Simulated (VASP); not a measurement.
Wanted: the native input for a VASP 6.6.1 run.

```yaml
Task: electric field gradients
Functional: LDA
Potentials_or_basis: VASP PAW LDA potentials, release 64 (Sr_sv, Mg)
Cutoff: 520 eV
k_mesh: 9 × 9 × 9
Occupations: fermi-dirac, width 0.05 eV
Spin: no spin polarisation
Dipole_correction: no
Further_INCAR_settings: ALGO = Normal; EDIFF = 1e-08; NBANDS = 13
```

The structure of SrMg lies in POSCAR:

```
SrMg
1.0
    3.9129569058      0.0000000000      0.0000000000
    0.0000000000      3.9129569058      0.0000000000
    0.0000000000      0.0000000000      3.9129569058
Sr Mg
1 1
Direct
    0.5000000000      0.5000000000      0.5000000000
    0.0000000000      0.0000000000      0.0000000000
```

This cell differs from its parent crystal: volume scaled by 1.01.

The input as run:

INCAR

```
PREC = Accurate
ENCUT = 520
EDIFF = 1E-8
ISMEAR = -1
SIGMA = 0.05
LREAL = False
LASPH = True
NELM = 100
ALGO = Normal
ISIF = 2
LWAVE = False
LCHARG = False
LEFG = True
NBANDS = 13
```

KPOINTS

```
Automatic mesh
0
Gamma
  9 9 9
```

Potentials or basis: VASP PAW LDA potentials, release 64 (Sr_sv, Mg).

The run is started by

```sh
$ cat potpaw_LDA.64/Sr_sv/POTCAR potpaw_LDA.64/Mg/POTCAR > POTCAR
$ mpirun -np 1 vasp_std > vasp.out
```

It gave:

| Item | Value |
| --- | --- |
| Pressure | 2.9 GPa |
| Band gap on the k mesh | zero (band 6 reaches 3.19 eV, above the bottom of band 7 at 1.83 eV) |

Caveat: without QUAD_EFG the Cq values of the log hold for a quadrupole moment of 1 mb, not for the nuclei.

Wall time 10 s on 1 thread of Intel(R) Xeon(R) 6975P-C (Granite Rapids), on a shared host, peak memory 0.16 GiB.
